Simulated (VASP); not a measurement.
Set up this calculation in VASP 6.6.1, as the native input.

| Property | Result |
| --- | --- |
| Task | single point |
| Functional | PBE |
| Potentials or basis | VASP PAW PBE potentials, release 64 (Be, Te) |
| Cutoff | 520 eV |
| k mesh | 4 × 4 × 4 |
| Occupations | gaussian, width 0.01 eV |
| Spin | no spin polarisation |
| Dipole correction | no |
| Further INCAR settings | ALGO = Normal; EDIFF = 1e-07; NBANDS = 11 |

The structure of BeTe lies in POSCAR:

```
BeTe
1.0
    0.0000000000      2.8003373911      2.8003373911
    2.8003373911      0.0000000000      2.8003373911
    2.8003373911      2.8003373911      0.0000000000
Be Te
1 1
Direct
    0.0000000000      0.0000000000      0.0000000000
    0.2500000000      0.2500000000      0.2500000000
```

This cell differs from its parent crystal: strain -1.0%.

These files were run (other wordings do the same):

INCAR

```
SYSTEM = BeTe
PREC = Accurate ; ENCUT = 520
EDIFF = 1E-7 ; ISMEAR = 0
SIGMA = 0.01 ; LREAL = .FALSE.
LASPH = .TRUE. ; NELM = 60
ALGO = Normal ; ISIF = 2
LWAVE = .FALSE. ; LCHARG = .FALSE.
GGA = PE ; NBANDS = 11
```

KPOINTS

```
Automatic mesh
0
G
  4 4 4
  0 0 0
```

Potentials or basis: VASP PAW PBE potentials, release 64 (Be, Te).

Command:

```console
$ cat potpaw_PBE.64/Be/POTCAR potpaw_PBE.64/Te/POTCAR > POTCAR
$ mpirun -np 1 vasp_std > vasp.out
```

It gave:

* Pressure: 2.7 GPa
* Band gap on the k mesh: 1.92 eV, indirect (least direct gap 3.58 eV)

Caveat: the k points lie up to 0.49 Å⁻¹ apart; the cell differs from its parent crystal (strain -1.0%); spin-orbit coupling is left out, which moves the levels of the heavy elements.

Run time: 6.9 s on 1 thread of Intel(R) Xeon(R) 6975P-C (Granite Rapids), with other jobs on the host, peak memory 0.16 GiB.
